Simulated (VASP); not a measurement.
Runs of VASP 6.6.1 on Co. The structure is that of space group P6_3/mmc (No. 194), or close to it. The cells are those of the table. 

```tsv
cell	gap on the mesh (eV)	pressure (GPa)	moment (μB)
a = 2.415, b = 2.415, c = 3.769 Å, angles 90.0, 90.0, 120.0°, 2 atoms	none	24.6	2.97
a = 2.382, b = 2.382, c = 3.650 Å, angles 90.0, 90.0, 120.0°, 2 atoms	none	(a)	2.73
a = 2.382, b = 2.382, c = 3.491 Å, angles 90.0, 90.0, 120.0°, 2 atoms	none	68.4	(b)
a = 2.505, b = 2.505, c = 3.491 Å, angles 90.0, 90.0, 120.0°, 2 atoms	none	28.3	2.55
a = 2.431, b = 2.431, c = 3.491 Å, angles 90.0, 90.0, 120.0°, 2 atoms	none	50.1	2.36
a = 2.333, b = 2.333, c = 3.769 Å, angles 90.0, 90.0, 120.0°, 2 atoms	none	52.1	2.79
a = 2.333, b = 2.333, c = 4.034 Å, angles 90.0, 90.0, 120.0°, 2 atoms	none	26.6	3.04
a = 2.333, b = 2.333, c = 3.835 Å, angles 90.0, 90.0, 120.0°, 2 atoms	none	44.7	2.88
a = 2.406, b = 2.406, c = 3.491 Å, angles 90.0, 90.0, 120.0°, 2 atoms	none	58.9	2.29
```

Alike in all rows: task single point; level PBEsol; potentials or basis VASP PAW PBE potentials, release 64 (Co); spin collinear, ferromagnetic start; k mesh 21 × 21 × 12; cutoff (eV) 520; smearing gaussian 0.15 eV.

Q: Fill in the values left out.

A: (a) 48.0; (b) 2.19.

Caveats: the PAW data sets were made with another functional, which shifts forces and pressure a little.

A gap of «none» marks levels without a gap at the run's occupations.
